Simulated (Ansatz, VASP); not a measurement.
# ZnO in VASP and in Ansatz

```
CELL_PARAMETERS angstrom
3.23047 0.00000 0.00000
-1.61524 2.79767 0.00000
0.00000 0.00000 5.31836
ATOMIC_POSITIONS crystal
Zn 0.66667 0.33333 0.50305
Zn 0.33333 0.66667 0.00305
O 0.66667 0.33333 0.87726
O 0.33333 0.66667 0.37726
```

Change from the starting cell: strain along c alone, the other axes held, atoms relaxed: +2.0 %.

Alike in both runs: functional PBEsol; k mesh 12 × 12 × 6; occupations gaussian, width 0.02 eV; no spin polarisation.

Ansatz relaxed the structure, and its values are those at the end. VASP's run is a single point on that final structure, the one shown.

|  | VASP | Ansatz |
| --- | --- | --- |
| version | VASP 6.6.1 | Ansatz 0.2.0 |
| potentials or method | VASP PAW PBE potentials, release 64 (Zn, O), cutoff 520 eV | scalar-relativistic, plane waves, PAW |
| valence electrons in the cell | 36 | 36 |

```csv
,VASP,Ansatz,Ansatz less VASP
gap on the k mesh at the Fermi level (eV),0.63,0.65,+0.015
least direct gap on the mesh (eV),0.63,0.65,+0.015
pressure (GPa),-1.9,-2.8,-0.92
```

VASP's potentials were made for PBE, not for PBEsol. Ansatz's warnings: stress scf threshold loose.
